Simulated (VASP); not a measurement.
# LiTi2P3 (Cmmm) in VASP: notebook

LiTi2P3 is run at these levels: PBEsol; tasks: single point, relaxation of cell and atoms.

All numbers are computed with VASP 6.6.1; they aren't measurements. Logs are shortened: lines on timing, memory, paths and dates and some standing lists are left out, and cuts for length are marked.

## 1. The cell of the first run

It takes space group Cmmm (No. 65, orthorhombic). The conventional cell has a = 6.159 Å, b = 8.282 Å, c = 3.761 Å, α = 90.00°, β = 90.00°, γ = 90.00°. Within 3.1 Å of Li (site symmetry mmm) lie 2 P at 2.32 Å. Ti (site symmetry 2/m) has 6 P at 2.44 to 2.58 Å and 2 Ti at 3.08 Å and 4 Li at 3.19 Å within 3.2 Å. Within 3.1 Å of P (site symmetry m2m) lie 1 Li at 2.32 Å and 4 Ti at 2.44 Å and 2 P at 2.62 Å. Within 3.4 Å of P (site symmetry mmm) lie 4 Ti at 2.58 Å and 4 P at 2.62 Å.

## 2. Single point, PBEsol

The input, INCAR:

```
SYSTEM = LiTi2P3
PREC = Accurate
ENCUT = 520
EDIFF = 1E-7
ISMEAR = -1
SIGMA = 0.03
LREAL = .False.
LASPH = .True.
NELM = 100
ALGO = Normal
ISIF = 2
LWAVE = .False.
LCHARG = .False.
GGA = PS
NBANDS = 30
```

The input, KPOINTS:

```
Automatic mesh
0
Gamma
  4 4 4
  0 0 0
```

The input, POSCAR:

```
LiTi2P3
1.0
    3.0797175838     -4.1408482388      0.0000000000
    3.0797175838      4.1408482388      0.0000000000
    0.0000000000      0.0000000000      3.7608019150
Li Ti P
1 2 3
Direct
    0.5000000000      0.5000000000      0.0000000000
    0.0000000000      0.5000000000      0.5000000000
    0.5000000000      0.0000000000      0.5000000000
    0.2202302743      0.7797697257      0.0000000000
    0.7797697257      0.2202302743      0.0000000000
    0.0000000000      0.0000000000      0.5000000000
```

Potentials or basis: VASP PAW PBE potentials, release 64 (Li_sv, Ti_sv, P).

Command:

```sh
> cat potpaw_PBE.64/Li_sv/POTCAR potpaw_PBE.64/Ti_sv/POTCAR potpaw_PBE.64/P/POTCAR > POTCAR
> mpirun -np 1 vasp_std > vasp.out
```

OUTCAR:

```text
SYSTEM = LiTi2P3
   PREC = Accurate
   ENCUT = 520
   EDIFF = 1E-7
   ISMEAR = -1
   LREAL = .False.
   LASPH = .True.
   NELM = 100
   ISIF = 2
   GGA = PS

 ion  position               nearest neighbor table
   1  0.500  0.500  0.000-   4 2.32   5 2.32
   2  0.000  0.500  0.500-   4 2.44   5 2.44   4 2.44   5 2.44   6 2.58   6 2.58
   3  0.500  0.000  0.500-   4 2.44   5 2.44   4 2.44   5 2.44   6 2.58   6 2.58
   4  0.220  0.780  0.000-   1 2.32   2 2.44   3 2.44   2 2.44   3 2.44   6 2.62   6 2.62
   5  0.780  0.220  0.000-   1 2.32   2 2.44   3 2.44   2 2.44   3 2.44   6 2.62   6 2.62
   6  0.000  0.000  0.500-   2 2.58   3 2.58   2 2.58   3 2.58   4 2.62   5 2.62   4 2.62   5 2.62

  LATTYP: Found a base centered orthorhombic cell.
 ALAT       =     6.1594351676
 B/A-ratio  =     1.3445545334
 C/A-ratio  =     0.6105757773

  Lattice vectors:

 A1 = (   3.0797175838,  -4.1408482388,   0.0000000000)
 A2 = (   3.0797175838,   4.1408482388,   0.0000000000)
 A3 = (   0.0000000000,   0.0000000000,   3.7608019150)

Analysis of symmetry for initial positions (statically):
=====================================================================
 Subroutine PRICEL returns:
 Original cell was already a primitive cell.

 Routine SETGRP: Setting up the symmetry group for a
 base centered orthorhombic supercell.

 Subroutine GETGRP returns: Found  8 space group operations
 (whereof  8 operations were pure point group operations)
 out of a pool of  8 trial point group operations.

The static configuration has the point symmetry D_2h.

Analysis of symmetry for dynamics (positions and initial velocities):
=====================================================================
 Subroutine PRICEL returns:
 Original cell was already a primitive cell.

 Routine SETGRP: Setting up the symmetry group for a
 base centered orthorhombic supercell.

 Subroutine GETGRP returns: Found  8 space group operations
 (whereof  8 operations were pure point group operations)
 out of a pool of  8 trial point group operations.

The dynamic configuration has the point symmetry D_2h.

 Subroutine INISYM returns: Found  8 space group operations
 (whereof  8 operations are pure point group operations),
 and found     1 'primitive' translations

----------------------------------------------------------------------------------------

                                     Primitive cell

  volume of cell :      95.9203

  direct lattice vectors                    reciprocal lattice vectors
     3.079717584 -4.140848239  0.000000000     0.162352549 -0.120748207  0.000000000
     3.079717584  4.140848239  0.000000000     0.162352549  0.120748207  0.000000000
     0.000000000  0.000000000  3.760801915     0.000000000  0.000000000  0.265900737

  length of vectors
     5.160550797  5.160550797  3.760801915     0.202332597  0.202332597  0.265900737

  position of ions in fractional coordinates (direct lattice)
     0.500000000  0.500000000  0.000000000
     0.000000000  0.500000000  0.500000000
     0.500000000  0.000000000  0.500000000
     0.220230274  0.779769726  0.000000000
     0.779769726  0.220230274  0.000000000
     0.000000000  0.000000000  0.500000000

  ion indices of the primitive-cell ions
   primitive index   ion index
                 1           1
                 2           2
                 3           3
                 4           4
                 5           5
                 6           6

----------------------------------------------------------------------------------------

 KPOINTS: Automatic mesh

Automatic generation of k-mesh.
 Grid dimensions read from file:
 generate k-points for:    4    4    4

 Generating k-lattice:

  Cartesian coordinates                     Fractional coordinates (reciprocal lattice)
     0.040588137 -0.030187052  0.000000000     0.250000000  0.000000000  0.000000000
     0.040588137  0.030187052  0.000000000     0.000000000  0.250000000  0.000000000
     0.000000000  0.000000000  0.066475184     0.000000000  0.000000000  0.250000000

  Length of vectors
     0.050583149  0.050583149  0.066475184

  Shift w.r.t. Gamma in fractional coordinates (k-lattice)
     0.000000000  0.000000000  0.000000000

 Subroutine IBZKPT returns following result:
 ===========================================

 Found     21 irreducible k-points:

 Following reciprocal coordinates:
            Coordinates               Weight
  0.000000  0.000000  0.000000      1.000000
  0.250000  0.000000  0.000000      4.000000
  0.500000  0.000000  0.000000      2.000000
  0.250000  0.250000  0.000000      2.000000
  0.500000  0.250000  0.000000      4.000000
 -0.250000  0.250000  0.000000      2.000000
[... 13 lines left out ...]
 -0.250000  0.250000  0.500000      2.000000
  0.500000  0.500000  0.500000      1.000000
   k-points           NKPTS =     21   k-points in BZ     NKDIM =     21   number of bands    NBANDS=     30
   number of dos      NEDOS =    301   number of ions     NIONS =      6
   total plane-waves  NPLWV =  44800
   dimension x,y,z NGX =    40 NGY =   40 NGZ =   28
   dimension x,y,z NGXF=    80 NGYF=   80 NGZF=   56
   ions per type =               1   2   3
   NGX,Y,Z   is equivalent  to a cutoff of  12.89, 12.89, 12.38 a.u.
   NGXF,Y,Z  is equivalent  to a cutoff of  25.77, 25.77, 24.75 a.u.
 SYSTEM =  LiTi2P3
   PREC   = accura    normal or accurate (medium, high low for compatibility)
   ISTART =      0    job   : 0-new  1-cont  2-samecut
   ICHARG =      2    charge: 1-file 2-atom 10-const
   ISPIN  =      1    spin polarized calculation?
   LNONCOLLINEAR =      F non collinear calculations
   LSORBIT =      F    spin-orbit coupling
   LASPH  =      T    aspherical Exc in radial PAW
   ENCUT  =  520.0 eV  38.22 Ry    6.18 a.u.   9.60  9.60  6.99*2*pi/ulx,y,z
   NELM   =    100;   NELMIN=  2; NELMDL= -5     # of ELM steps
   EDIFF  = 0.1E-06   stopping-criterion for ELM
   LREAL  =      F    real-space projection
   EDIFFG = 0.1E-05   stopping-criterion for IOM
   NSW    =      0    number of steps for IOM
   IBRION =     -1    ionic relax: 0-MD 1-quasi-New 2-CG
   NFREE  =      0    steps in history (QN), initial steepest desc. (CG)
   ISIF   =      2    stress and relaxation
   ISYM   =      2    0-nonsym 1-usesym 2-fastsym
   POTIM  = 0.5000    time-step for ionic-motion
   TEBEG  =    0.0;   TEEND  =   0.0 temperature during run
   PSTRESS=    0.0 pullay stress
   NELECT =      42.0000    total number of electrons
   NUPDOWN=      -1.0000    fix difference up-down
   EMIN   =  10.00;   EMAX   =-10.00  energy-range for DOS
   EFERMI =   0.00;   METHOD = LEGACY
   ISMEAR =    -1;   SIGMA  =   0.03  broadening in eV -4-tet -1-fermi 0-gaus
   EFERMI_NEDOS =   21; number of points for ismear=-14 and -15
   IALGO  =     38    algorithm
   IMIX   =      4    mixing-type and parameters
     AMIX     =   0.40;   BMIX     =  1.00
     AMIX_MAG =   1.60;   BMIX_MAG =  1.00
  volume/ion in A,a.u.               =      15.99       107.88
  Fermi-wavevector in a.u.,A,eV,Ry     =   1.243143  2.349199 21.026500  1.545404
  Thomas-Fermi vector in A             =   2.377467
   LORBIT       =      0    0 simple, 1 ext, 2 COOP (PROOUT), +10 PAW based schemes
   GGA     = PS    functional components
   LHFCALC =     F    Hartree Fock is set to
   AEXX    =    0.0000 exact exchange contribution
   IVDW    =     0    specifies the selected vdW correction
   LEPSILON=     F    determine dielectric tensor
   LRPA    =     F    only Hartree local field effects (RPA)
 non-spin polarized calculation
  energy-cutoff  :      520.00
  volume of cell :       95.92
 maximum number of plane-waves:      2600
 NGX is ok and might be reduce to    40
   NGX = 19   NGY = 19   NGZ = 13

 number of electron      41.9999991 magnetization

 Free energy of the ion-electron system (eV)
  ---------------------------------------------------
  ext. energy  EPLUGINS =         0.00000000
  ---------------------------------------------------
  free energy    TOTEN  =       -38.85608610 eV

  energy without entropy =      -38.84637927  energy(sigma->0) =      -38.85123268

 E-fermi :   7.5636     XC(G=0): -10.6464

 val. band max:        7.5581189375   @ k =   0.5000   0.0000   0.2500
 cond. band min:       7.5780160592   @ k =   0.2500   0.2500   0.5000
 fundamental gap:      0.0198971217
 Fermi energy:         7.5636221618

 k-point     1 :       0.0000    0.0000    0.0000
  band No.  band energies     occupation
      1     -49.4058      2.00000
      2     -49.3818      2.00000
      3     -37.9811      2.00000
      4     -25.9815      2.00000
      5     -25.8556      2.00000
      6     -25.8080      2.00000
[... 22 lines left out ...]
     29       9.6254      0.00000
     30      10.5900      0.00000

 k-point     2 :       0.2500    0.0000    0.0000
  band No.  band energies     occupation
      1     -49.4023      2.00000
      2     -49.3853      2.00000
      3     -37.9811      2.00000
      4     -25.9548      2.00000
      5     -25.8661      2.00000
      6     -25.8031      2.00000
[... 22 lines left out ...]
     29       9.9219      0.00000
     30      10.7918      0.00000

 k-point     3 :       0.5000    0.0000    0.0000
  band No.  band energies     occupation
      1     -49.3938      2.00000
      2     -49.3938      2.00000
      3     -37.9811      2.00000
      4     -25.9027      2.00000
      5     -25.9004      2.00000
      6     -25.7912      2.00000
[... 22 lines left out ...]
     29      10.1542      0.00000
     30      11.0973      0.00000

 k-point     4 :       0.2500    0.2500    0.0000
  band No.  band energies     occupation
      1     -49.3940      2.00000
      2     -49.3936      2.00000
      3     -37.9811      2.00000
      4     -25.9060      2.00000
      5     -25.8971      2.00000
      6     -25.7915      2.00000
[... 517 lines left out ...]
     29      10.8345      0.00000
     30      11.2166      0.00000

 k-point    20 :      -0.2500    0.2500    0.5000
  band No.  band energies     occupation
      1     -49.4034      2.00000
      2     -49.3802      2.00000
      3     -37.9807      2.00000
      4     -25.9761      2.00000
      5     -25.8567      2.00000
      6     -25.8482      2.00000
[... 22 lines left out ...]
     29      10.3975      0.00000
     30      11.0121      0.00000

 k-point    21 :       0.5000    0.5000    0.5000
  band No.  band energies     occupation
      1     -49.4032      2.00000
      2     -49.3804      2.00000
      3     -37.9806      2.00000
      4     -25.9800      2.00000
      5     -25.8562      2.00000
      6     -25.8439      2.00000
[... 22 lines left out ...]
     29      10.5405      0.00000
     30      11.5393      0.00000

------------------------ aborting loop because EDIFF is reached ----------------------------------------

  FORCE on cell =-STRESS in cart. coord.  units (eV):
  Direction    XX          YY          ZZ          XY          YZ          ZX
  --------------------------------------------------------------------------------------
  -------------------------------------------------------------------------------------
  Total        0.0786103      0.0692886      0.0566173     -0.0000000      0.0000000      0.0000000
  in kB        1.3130440      1.1573414      0.9456909     -0.0000000      0.0000000      0.0000000
  external PRESSURE =       1.1386921 kB  Pullay stress =       0.0000000 kB

 VOLUME and BASIS-vectors are now :
 -----------------------------------------------------------------------------
  energy-cutoff  :      520.00
  volume of cell :       95.92
      direct lattice vectors                 reciprocal lattice vectors
     3.079717584 -4.140848239  0.000000000     0.162352549 -0.120748207  0.000000000
     3.079717584  4.140848239  0.000000000     0.162352549  0.120748207  0.000000000
     0.000000000  0.000000000  3.760801915     0.000000000  0.000000000  0.265900737

 POSITION                                       TOTAL-FORCE (eV/Angst)
 -----------------------------------------------------------------------------------
      3.07972      0.00000      0.00000         0.000000     -0.000000      0.000000
      1.53986      2.07042      1.88040         0.000000     -0.000000      0.000000
      1.53986     -2.07042      1.88040        -0.000000     -0.000000      0.000000
      3.07972      2.31697      0.00000         0.000000      0.014294      0.000000
      3.07972     -2.31697      0.00000         0.000000     -0.014294      0.000000
      0.00000      0.00000      1.88040         0.000000     -0.000000      0.000000
 -----------------------------------------------------------------------------------
    total drift:                                0.000000      0.000000     -0.000000

  FREE ENERGIE OF THE ION-ELECTRON SYSTEM (eV)
  ---------------------------------------------------
  free  energy   TOTEN  =       -38.8560860977 eV

  energy  without entropy=      -38.8463792675  energy(sigma->0) =      -38.85123268
```

Wall time 57 s (1 thread of Intel Xeon Platinum 8259CL at 2.50GHz (Skylake/Cascade Lake), shared host); peak memory 0.22 GiB.

What came out:

```yaml
Free_energy: -38.8561 eV
Largest_force: 0.014 eV/Å
Band_gap_on_the_k_mesh: zero (band 21 reaches 7.98 eV, above the bottom of band 22 at 7.08 eV)
```

Forces in eV/Å, atoms in the order of the input:
```
Li   0.000  0.000  0.000
Ti   0.000  0.000  0.000
Ti   0.000  0.000  0.000
P    0.000  0.014  0.000
P    0.000 -0.014  0.000
P    0.000  0.000  0.000
```

Caveat: the k points lie up to 0.42 Å⁻¹ apart; the cutoff is under 1.25 times the usual one of these potentials, so pressure, stress and relaxed cells hold a basis-set (Pulay) error; the PAW data sets were made with another functional, which shifts forces and pressure a little.

## 3. Relaxation of cell and atoms, PBEsol

This run uses another cell than the first one, of 22.08 Å³/atom, 1.381 times its volume.

The input, INCAR:

```
  PREC = Accurate
  ENCUT = 600
  EDIFF = 1E-7
  ISMEAR = -1
  SIGMA = 0.03
  LREAL = F
  LASPH = T
  NELM = 60
  ALGO = Normal
  ISIF = 3
  LWAVE = F
  LCHARG = F
  GGA = PS
  IBRION = 2
  NSW = 100
  EDIFFG = -0.01
```

The input, KPOINTS:

```
Automatic mesh
0
Gamma
  4 4 4
```

The input, POSCAR:

```
LiTi2P3
1.0
    2.9367715300     -4.9113767700      0.0000000000
    2.9367715300      4.9113767700      0.0000000000
    0.0000000000      0.0000000000      4.5920267800
Li Ti P
1 2 3
Direct
    0.5000000000      0.5000000000      0.0000000000
    0.0000000000      0.5000000000      0.5000000000
    0.5000000000      0.0000000000      0.5000000000
    0.1610669100      0.8389330900      0.0000000000
    0.8389330900      0.1610669100      0.0000000000
    0.0000000000      0.0000000000      0.5000000000
```

Potentials or basis: VASP PAW PBE potentials, release 64 (Li_sv, Ti_sv, P).

Command:

```sh
> cat potpaw_PBE.64/Li_sv/POTCAR potpaw_PBE.64/Ti_sv/POTCAR potpaw_PBE.64/P/POTCAR > POTCAR
> mpirun -np 1 vasp_std > vasp.out
```

Run time: 34 min. Hardware: 1 thread of Intel Xeon Platinum 8259CL at 2.50GHz (Skylake/Cascade Lake), shared host; peak memory 0.36 GiB.

It converged, with:

```yaml
Free_energy: -38.8676 eV
Relaxed_volume: 16.00 Å³/atom
Relaxed_cell: a = 5.163 Å, b = 5.163 Å, c = 3.761 Å, α = 90.00°, β = 90.00°, γ = 106.73°
Space_group_after_relaxing_to_0.05_Å: Cmmm (No. 65)
Energy_gained_by_relaxing: 595.7 meV/atom
Ionic_steps: 30
Pressure_after_relaxing: 0.0 GPa
Largest_force_after_relaxing: 0.008 eV/Å
Band_gap_on_the_k_mesh: zero (band 21 reaches 7.97 eV, above the bottom of band 22 at 7.07 eV)
```

Forces in eV/Å, atoms in the order of the input:
```
Li   0.000  0.000  0.000
Ti   0.000  0.000  0.000
Ti   0.000  0.000  0.000
P    0.000 -0.008  0.000
P    0.000  0.008  0.000
P    0.000  0.000  0.000
```

Step by step:
```tsv
step	energy change (eV)	largest force (eV/Å)	pressure (GPa)	volume (Å³)
1	0.0000	1.2330	-16.56	132.47
2	-2.7212	1.3691	1.88	93.33
3	-2.7251	1.3770	0.84	94.28
4	-2.9961	1.1921	1.15	93.34
5	-3.2332	0.6772	2.61	91.51
6	-3.2354	0.5610	2.97	91.15
7	-3.3907	0.3094	-1.64	95.78
8	-3.3987	0.2173	-2.63	97.00
9	-3.4943	0.0995	0.73	95.06
10	-3.4934	0.0621	1.47	94.71
11	-3.4947	0.0867	0.99	94.93
12	-3.5121	0.0337	0.00	96.31
13	-3.5193	0.0129	-0.67	97.31
14	-3.5231	0.0733	-1.90	99.29
15	-3.5247	0.0243	-1.30	98.29
16	-3.5328	0.0678	-1.28	98.44
17	-3.5374	0.1177	-1.25	98.60
18	-3.5376	0.1303	-1.24	98.65
19	-3.5441	0.1414	-0.78	98.06
20	-3.5538	0.1616	0.68	96.33
21	-3.5603	0.1422	0.43	96.34
22	-3.5675	0.0935	-0.20	96.35
23	-3.5712	0.0511	-0.04	96.13
24	-3.5736	0.0095	0.22	95.74
25	-3.5736	0.0122	0.24	95.72
26	-3.5740	0.0204	-0.09	96.07
27	-3.5740	0.0200	-0.08	96.06
28	-3.5741	0.0146	0.00	96.03
29	-3.5741	0.0139	0.01	96.02
30	-3.5741	0.0079	0.01	96.03
```

Final structure:
```
CELL_PARAMETERS angstrom
3.08107 -4.14310 0.00000
3.08107 4.14310 0.00000
0.00000 0.00000 3.76128
ATOMIC_POSITIONS crystal
Li 0.50000 0.50000 0.00000
Ti 0.00000 0.50000 0.50000
Ti 0.50000 0.00000 0.50000
P 0.21986 0.78014 0.00000
P 0.78014 0.21986 0.00000
P 0.00000 0.00000 0.50000
```

Levels at points of the mesh, in eV from the Fermi level:
```tsv
k point	band 18	band 19	band 20	band 21	band 22	band 23	band 24	band 25
(0.00, 0.00, 0.00)	-2.85	-2.16	0.14	0.31	0.38	0.55	0.90	1.48
(0.50, 0.00, 0.00)	-2.93	-2.02	-0.56	-0.32	0.15	0.30	1.00	1.04
(0.50, 0.50, 0.00)	-2.19	-1.95	-1.40	0.33	0.34	0.66	0.84	1.11
(0.00, 0.00, 0.50)	-2.47	-2.36	-1.68	-0.85	0.41	0.52	0.76	0.86
(0.50, 0.00, 0.50)	-3.15	-2.64	-1.89	0.41	0.45	0.57	0.81	1.34
(0.50, 0.50, 0.50)	-2.23	-1.97	-1.55	0.12	0.41	0.77	0.80	0.90
```

Caveat: the cutoff is under 1.25 times the usual one of these potentials, so pressure, stress and relaxed cells hold a basis-set (Pulay) error; the volume moved by over 15 % at a fixed basis, so the end points are rough; the PAW data sets were made with another functional, which shifts forces and pressure a little.
